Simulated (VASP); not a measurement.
# Ge (Fd-3m) in VASP: settings compared

The runs below take Ge through single point, with LDA, PBE0, B3LYP5.

Everything below comes from runs of VASP 6.6.1. Logs are shortened: lines on timing, memory, paths and dates and some standing lists are left out, and cuts for length are marked.

**Experimental background.**

From “Electronic and optical properties of SixGe1-x-ySny alloys lattice-matched to Ge”, 2021, arxiv:2109.02782, for a bulk crystal of Ge at 293 K: band gap 0.666 eV (indirect).

How close the calculation comes is told below.

### 1 The cell of the first run

The structure is cubic, space group Fd-3m (No. 227). The conventional cell has a = 5.658 Å, b = 5.658 Å, c = 5.658 Å, α = 90.00°, β = 90.00°, γ = 90.00°. Ge (site symmetry -43m) has 4 Ge at 2.45 Å within 3.2 Å.

### 2 Single point, LDA

Contents of INCAR:

```
SYSTEM = Ge
PREC = Accurate ; ENCUT = 520
EDIFF = 1E-7 ; ISMEAR = -1
SIGMA = 0.05 ; LREAL = .FALSE.
LASPH = .TRUE. ; NELM = 100
ALGO = Normal ; ISIF = 2
LWAVE = .FALSE. ; LCHARG = .FALSE.
NBANDS = 21
```

Contents of KPOINTS:

```
Automatic mesh
0
G
  12 12 12
  0 0 0
```

Contents of POSCAR:

```
Ge
1.0
    0.0000000000      2.8289100000      2.8289100000
    2.8289100000      0.0000000000      2.8289100000
    2.8289100000      2.8289100000      0.0000000000
Ge
2
Direct
    0.7500000000      0.7500000000      0.7500000000
    0.5000000000      0.5000000000      0.5000000000
```

Potentials or basis: VASP PAW LDA potentials, release 64 (Ge_d).

Command:

```console
$ cat potpaw_LDA.64/Ge_d/POTCAR > POTCAR
$ mpirun -np 1 vasp_std > vasp.out
```

OUTCAR:

```text
SYSTEM = Ge
   PREC = Accurate
   ENCUT = 520
   EDIFF = 1E-7
   ISMEAR = -1
   LREAL = .FALSE.
   LASPH = .TRUE.
   NELM = 100
   ISIF = 2

 ion  position               nearest neighbor table
   1  0.750  0.750  0.750-   2 2.45   2 2.45   2 2.45   2 2.45
   2  0.500  0.500  0.500-   1 2.45   1 2.45   1 2.45   1 2.45

  LATTYP: Found a face centered cubic cell.
 ALAT       =     5.6578200000

  Lattice vectors:

 A1 = (   0.0000000000,   2.8289100000,   2.8289100000)
 A2 = (   2.8289100000,   0.0000000000,   2.8289100000)
 A3 = (   2.8289100000,   2.8289100000,   0.0000000000)

Analysis of symmetry for initial positions (statically):
=====================================================================
 Subroutine PRICEL returns:
 Original cell was already a primitive cell.

 Routine SETGRP: Setting up the symmetry group for a
 face centered cubic supercell.

 Subroutine GETGRP returns: Found 48 space group operations
 (whereof 24 operations were pure point group operations)
 out of a pool of 48 trial point group operations.

The static configuration has the point symmetry T_d .
 The point group associated with its full space group is O_h .

Analysis of symmetry for dynamics (positions and initial velocities):
=====================================================================
 Subroutine PRICEL returns:
 Original cell was already a primitive cell.

 Routine SETGRP: Setting up the symmetry group for a
 face centered cubic supercell.

 Subroutine GETGRP returns: Found 48 space group operations
 (whereof 24 operations were pure point group operations)
 out of a pool of 48 trial point group operations.

The dynamic configuration has the point symmetry T_d .
 The point group associated with its full space group is O_h .

 Subroutine INISYM returns: Found 48 space group operations
 (whereof 24 operations are pure point group operations),
 and found     1 'primitive' translations

----------------------------------------------------------------------------------------

                                     Primitive cell

  volume of cell :      45.2780

  direct lattice vectors                    reciprocal lattice vectors
     0.000000000  2.828910000  2.828910000    -0.176746521  0.176746521  0.176746521
     2.828910000  0.000000000  2.828910000     0.176746521 -0.176746521  0.176746521
     2.828910000  2.828910000  0.000000000     0.176746521  0.176746521 -0.176746521

  length of vectors
     4.000682889  4.000682889  4.000682889     0.306133954  0.306133954  0.306133954
[... 79 lines left out ...]
   ENCUT  =  520.0 eV  38.22 Ry    6.18 a.u.   7.44  7.44  7.44*2*pi/ulx,y,z
   NELM   =    100;   NELMIN=  2; NELMDL= -5     # of ELM steps
   EDIFF  = 0.1E-06   stopping-criterion for ELM
   LREAL  =      F    real-space projection
   EDIFFG = 0.1E-05   stopping-criterion for IOM
   NSW    =      0    number of steps for IOM
   IBRION =     -1    ionic relax: 0-MD 1-quasi-New 2-CG
   NFREE  =      0    steps in history (QN), initial steepest desc. (CG)
   ISIF   =      2    stress and relaxation
   ISYM   =      2    0-nonsym 1-usesym 2-fastsym
   POTIM  = 0.5000    time-step for ionic-motion
   TEBEG  =    0.0;   TEEND  =   0.0 temperature during run
   PSTRESS=    0.0 pullay stress
   NELECT =      28.0000    total number of electrons
   NUPDOWN=      -1.0000    fix difference up-down
   EMIN   =  10.00;   EMAX   =-10.00  energy-range for DOS
   EFERMI =   0.00;   METHOD = LEGACY
   ISMEAR =    -1;   SIGMA  =   0.05  broadening in eV -4-tet -1-fermi 0-gaus
   EFERMI_NEDOS =   21; number of points for ismear=-14 and -15
   IALGO  =     38    algorithm
   IMIX   =      4    mixing-type and parameters
     AMIX     =   0.40;   BMIX     =  1.00
     AMIX_MAG =   1.60;   BMIX_MAG =  1.00
  volume/ion in A,a.u.               =      22.64       152.78
  Fermi-wavevector in a.u.,A,eV,Ry     =   1.394756  2.635708 26.468033  1.945346
  Thomas-Fermi vector in A             =   2.518275
   LORBIT       =      0    0 simple, 1 ext, 2 COOP (PROOUT), +10 PAW based schemes
   GGA     = CA    functional components
   LHFCALC =     F    Hartree Fock is set to
   AEXX    =    0.0000 exact exchange contribution
   IVDW    =     0    specifies the selected vdW correction
   LEPSILON=     F    determine dielectric tensor
   LRPA    =     F    only Hartree local field effects (RPA)
 non-spin polarized calculation
  energy-cutoff  :      520.00
  volume of cell :       45.28
 maximum number of plane-waves:      1243
 NGX is ok and might be reduce to    30
   NGX = 15   NGY = 15   NGZ = 15

 number of electron      28.0000022 magnetization

 Free energy of the ion-electron system (eV)
  ---------------------------------------------------
  ext. energy  EPLUGINS =         0.00000000
  ---------------------------------------------------
  free energy    TOTEN  =       -10.38853307 eV

  energy without entropy =      -10.38789863  energy(sigma->0) =      -10.38821585

 E-fermi :   4.7237     XC(G=0): -10.2885

 val. band max:        4.7227801078   @ k =   0.0000   0.0000   0.0000
 cond. band min:       4.7886821381   @ k =   0.5000   0.0000   0.0000
 fundamental gap:      0.0659020303
 Fermi energy:         4.7236978509

 k-point     1 :       0.0000    0.0000    0.0000
  band No.  band energies     occupation
      1     -20.2166      2.00000
      2     -20.2166      2.00000
      3     -20.2166      2.00000
      4     -20.1798      2.00000
      5     -20.1798      2.00000
      6     -19.9692      2.00000
[... 565 lines left out ...]
     20      14.3880      0.00000
     21      14.9505      0.00000

 [... further k-points ...]

------------------------ aborting loop because EDIFF is reached ----------------------------------------

  FORCE on cell =-STRESS in cart. coord.  units (eV):
  Direction    XX          YY          ZZ          XY          YZ          ZX
  --------------------------------------------------------------------------------------
  -------------------------------------------------------------------------------------
  Total       -0.3146174     -0.3146174     -0.3146174     -0.0000000      0.0000000     -0.0000000
  in kB      -11.1328400    -11.1328400    -11.1328400     -0.0000000      0.0000000     -0.0000000
  external PRESSURE =     -11.1328400 kB  Pullay stress =       0.0000000 kB

 VOLUME and BASIS-vectors are now :
 -----------------------------------------------------------------------------
  energy-cutoff  :      520.00
  volume of cell :       45.28
      direct lattice vectors                 reciprocal lattice vectors
     0.000000000  2.828910000  2.828910000    -0.176746521  0.176746521  0.176746521
     2.828910000  0.000000000  2.828910000     0.176746521 -0.176746521  0.176746521
     2.828910000  2.828910000  0.000000000     0.176746521  0.176746521 -0.176746521

 POSITION                                       TOTAL-FORCE (eV/Angst)
 -----------------------------------------------------------------------------------
      4.24336      4.24336      4.24336        -0.000000      0.000000      0.000000
      2.82891      2.82891      2.82891         0.000000     -0.000000     -0.000000
 -----------------------------------------------------------------------------------
    total drift:                                0.000000     -0.000000     -0.000000

  FREE ENERGIE OF THE ION-ELECTRON SYSTEM (eV)
  ---------------------------------------------------
  free  energy   TOTEN  =       -10.3885330690 eV

  energy  without entropy=      -10.3878986277  energy(sigma->0) =      -10.38821585
```

OSZICAR:

```text
N       E                     dE             d eps       ncg     rms          rms(c)
DAV:   1     0.192232898552E+03    0.19223E+03   -0.14570E+04  3403   0.357E+03
DAV:   2     0.173498551895E+02   -0.17488E+03   -0.16953E+03  3049   0.610E+02
DAV:   3    -0.964378105167E+01   -0.26994E+02   -0.26838E+02  3489   0.143E+02
DAV:   4    -0.105478304257E+02   -0.90405E+00   -0.90354E+00  3354   0.307E+01
DAV:   5    -0.105625074086E+02   -0.14677E-01   -0.14677E-01  3509   0.430E+00    0.328E+00
DAV:   6    -0.104463861343E+02    0.11612E+00   -0.36363E-02  3324   0.162E+00    0.188E+00
DAV:   7    -0.103878192010E+02    0.58567E-01   -0.72537E-02  3260   0.198E+00    0.138E-01
DAV:   8    -0.103884909888E+02   -0.67179E-03   -0.54997E-03  3439   0.825E-01    0.486E-02
DAV:   9    -0.103885364958E+02   -0.45507E-04   -0.82006E-05  3501   0.896E-02    0.127E-02
DAV:  10    -0.103885331009E+02    0.33949E-05   -0.84572E-06  4076   0.407E-02    0.417E-03
DAV:  11    -0.103885330690E+02    0.31896E-07   -0.88007E-07  3234   0.831E-03
   1 F= -.10388533E+02 E0= -.10388216E+02  d E =-.634441E-03
```

stdout:

```text
POSCAR found type information on POSCAR Ge
 POSCAR found :  1 types and       2 ions
 scaLAPACK will be used
 LDA part: xc-table for (Slater(with rela. corr.)+CA(PZ))
 , standard interpolation
 POSCAR, INCAR and KPOINTS ok, starting setup
 FFT: planning ... GRIDC
 FFT: planning ... GRID_SOFT
 FFT: planning ... GRID
 WAVECAR not read
 entering main loop
```

Wall time 93 s (1 thread of Intel Xeon 8259CL, shared host); peak memory 0.18 GiB.

What came out:

```
Free energy            : -10.3885 eV
Pressure               : -1.1 GPa
Band gap on the k mesh : zero (filled and empty bands touch)
```

### 3 Single point, PBE0

This run uses another cell than the first one, of 21.28 Å³/atom, 0.940 times its volume.

Contents of POSCAR:

```
Ge
1.0
    0.0000000000      2.7711609388      2.7711609388
    2.7711609388      0.0000000000      2.7711609388
    2.7711609388      2.7711609388      0.0000000000
Ge
2
Direct
    0.7500000000      0.7500000000      0.7500000000
    0.5000000000      0.5000000000      0.5000000000
```

Contents of INCAR.step1:

```
SYSTEM = Ge
  PREC = Accurate
  ENCUT = 520
  EDIFF = 1E-5
  ISMEAR = -1
  SIGMA = 0.05
  LREAL = .FALSE.
  LASPH = .TRUE.
  NELM = 80
  ALGO = Normal
  ISIF = 2
  LWAVE = .TRUE.
  LCHARG = .FALSE.
  GGA = PE
  NBANDS = 21
```

Contents of INCAR.step2:

```
SYSTEM = Ge
  PREC = Accurate
  ENCUT = 520
  EDIFF = 1E-6
  ISMEAR = -1
  SIGMA = 0.05
  LREAL = .FALSE.
  LASPH = .TRUE.
  NELM = 80
  ALGO = Normal
  ISIF = 2
  LWAVE = .FALSE.
  LCHARG = .FALSE.
  GGA = PE
  LHFCALC = .TRUE.
  AEXX = 0.25
  PRECFOCK = Normal
  ISTART = 1
  NBANDS = 21
```

Contents of KPOINTS:

```
regular mesh
0
G
  4 4 4
  0 0 0
```

Potentials or basis: VASP PAW PBE potentials, release 64 (Ge_d).

Command:

```console
$ cat potpaw_PBE.64/Ge_d/POTCAR > POTCAR
$ cp INCAR.step1 INCAR
$ mpirun -np 1 vasp_std > vasp.out
$ cp INCAR.step2 INCAR
$ mpirun -np 1 vasp_std > vasp.out
```

Run time: 7 min. Hardware: 1 thread of Intel Xeon 6975P-C (Granite Rapids), shared host; peak memory 0.18 GiB.

It converged, with:

| Property | Result |
| --- | --- |
| Free energy | -11.4399 eV |
| Pressure | 6.6 GPa |
| Band gap on the k mesh | 1.83 eV, indirect (least direct gap 2.35 eV) |

Levels at points of the mesh, in eV from the valence-band top:
| k point | band 12 | band 13 | band 14 | band 15 | band 16 | band 17 |
| --- | --- | --- | --- | --- | --- | --- |
| (0.00, 0.00, 0.00) | 0.00 | 0.00 | 0.00 | 2.34 | 4.02 | 4.02 |
| (0.50, 0.00, 0.00) | -8.66 | -1.64 | -1.64 | 1.83 | 5.26 | 5.26 |
| (0.50, 0.50, 0.00) | -10.00 | -3.62 | -3.62 | 1.95 | 1.95 | 12.16 |

Caveat: the k points lie up to 0.49 Å⁻¹ apart; the PAW data sets were made with another functional, which shifts forces and pressure a little. A k mesh can miss the band edges.

### 4 Single point, B3LYP5

This run uses another cell than the first one, of 21.28 Å³/atom, 0.940 times its volume.

POSCAR is that of step 3.

Contents of INCAR.step1:

```
PREC = Accurate
ENCUT = 520
EDIFF = 1E-5
ISMEAR = -1
SIGMA = 0.05
LREAL = False
LASPH = True
NELM = 100
ALGO = Normal
ISIF = 2
LWAVE = True
LCHARG = False
GGA = PE
NBANDS = 21
```

Contents of INCAR.step2:

```
PREC = Accurate
ENCUT = 520
EDIFF = 1E-6
ISMEAR = -1
SIGMA = 0.05
LREAL = False
LASPH = True
NELM = 100
ALGO = Normal
ISIF = 2
LWAVE = False
LCHARG = False
GGA = B5
LHFCALC = True
AEXX = 0.2
AGGAX = 0.72
AGGAC = 0.81
ALDAC = 0.19
PRECFOCK = Normal
ISTART = 1
NBANDS = 21
```

Contents of KPOINTS:

```
regular mesh
0
Gamma
  4 4 4
```

Command:

```console
$ cat potpaw_PBE.64/Ge_d/POTCAR > POTCAR
$ cp INCAR.step1 INCAR
$ mpirun -np 1 vasp_std > vasp.out
$ cp INCAR.step2 INCAR
$ mpirun -np 1 vasp_std > vasp.out
```

It took 5.4 min on 1 thread of Intel Xeon 6975P-C (Granite Rapids), shared host; peak memory 0.19 GiB.

It converged, with:

- Free energy: -9.5056 eV
- Pressure: 10.4 GPa
- Band gap on the k mesh: 1.52 eV, indirect (least direct gap 1.77 eV)

Levels at points of the mesh, in eV from the valence-band top:
| k point | band 10 | band 11 | band 12 | band 13 | band 14 | band 15 | band 16 | band 17 | band 18 | band 19 |
| --- | --- | --- | --- | --- | --- | --- | --- | --- | --- | --- |
| (0.00, 0.00, 0.00) | -27.09 | -14.34 | 0.00 | 0.00 | 0.00 | 1.77 | 3.76 | 3.76 | 3.76 | 8.11 |
| (0.50, 0.00, 0.00) | -27.07 | -11.92 | -8.49 | -1.60 | -1.60 | 1.52 | 5.06 | 5.06 | 8.67 | 12.60 |
| (0.50, 0.50, 0.00) | -27.05 | -9.87 | -9.87 | -3.51 | -3.51 | 1.84 | 1.84 | 11.65 | 11.65 | 13.93 |

Caveat: the k points lie up to 0.49 Å⁻¹ apart; the PAW data sets were made with another functional, which shifts forces and pressure a little. A k mesh can miss the band edges.

### 5 Summary

```tsv
level	potentials or basis	cell	k mesh	grid for exact exchange (PRECFOCK)	gap on the mesh (eV)	pressure (GPa)
LDA	VASP PAW LDA potentials, release 64 (Ge_d)	a = 4.001 Å, angles 60.0°, 2 atoms	12 × 12 × 12	-	none	-1.1
PBE0	VASP PAW PBE potentials, release 64 (Ge_d)	a = 3.919 Å, angles 60.0°, 2 atoms	4 × 4 × 4	Normal	1.83	6.6
B3LYP5	VASP PAW PBE potentials, release 64 (Ge_d)	a = 3.919 Å, angles 60.0°, 2 atoms	4 × 4 × 4	Normal	1.52	10.4
```

Alike in all rows: task single point; no spin polarisation; cutoff (eV) 520; smearing fermi-dirac 0.05 eV.

Caveats: some runs use coarse meshes; the PAW data sets were made with another functional, which shifts forces and pressure a little (some runs).

Absolute energies hang on the potentials; compare differences alone.

### 6 Comparison with measurements

Step 2. Measured gap of Ge: 0.666 eV (indirect; 293 K; “Electronic and optical properties of SixGe1-x-ySny alloys lattice-matched to Ge”, 2021, arxiv:2109.02782). This calculation gives 0.00 eV (-0.67 eV). 3 values of this kind are on record (0.666 to 0.807 eV); this one was drawn at random among those near their median. Spin-orbit coupling on Ge is left out. The value is that of LDA on a finite k mesh, which can miss the band edges, without temperature or zero-point motion. Semilocal functionals fall short of measured gaps as a rule.
